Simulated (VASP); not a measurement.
Here is a VASP 6.6.1 calculation.

File INCAR:

```
SYSTEM = AlSn
PREC = Accurate ; ENCUT = 520
EDIFF = 1E-6 ; ISMEAR = -1
SIGMA = 0.05 ; LREAL = .False.
LASPH = .True. ; NELM = 150
ALGO = Fast ; ISIF = 2
LWAVE = .False. ; LCHARG = .True.
MAGMOM = 0 0 0 0 0 0 ; LORBIT = 11
LSORBIT = .True. ; GGA_COMPAT = .False.
LORBMOM = .True. ; GGA = PS
LVHAR = .True. ; NBANDS = 29
```

KPOINTS

```
regular mesh
0
Gamma
  7 7 8
  0 0 0
```

POSCAR

```
AlSn
1.0
    4.1981056157      0.0000000000      0.0000000000
   -2.0990528078      3.6356661109      0.0000000000
    0.0000000000      0.0000000000      3.3068470000
Sn Al
1 1
Direct
    0.3333333333      0.6666666667      0.5000000000
    0.0000000000      0.0000000000      0.0000000000
```

Potentials or basis: VASP PAW PBE potentials, release 64 (Sn_d, Al).

The run is started by

```sh
$ cat potpaw_PBE.64/Sn_d/POTCAR potpaw_PBE.64/Al/POTCAR > POTCAR
$ mpirun -np 1 vasp_ncl > vasp.out
```

Task: Estimate the pressure.

Result: -1.8 GPa.

Task: Predict the net moment.

Result: 0.00 μB per cell.

Stress tensor (GPa, compression positive):
```
-1.93  0.00  0.00
 0.00 -1.93  0.00
 0.00  0.00 -1.65
```

Caveat: the PAW data sets were made with another functional, which shifts forces and pressure a little.
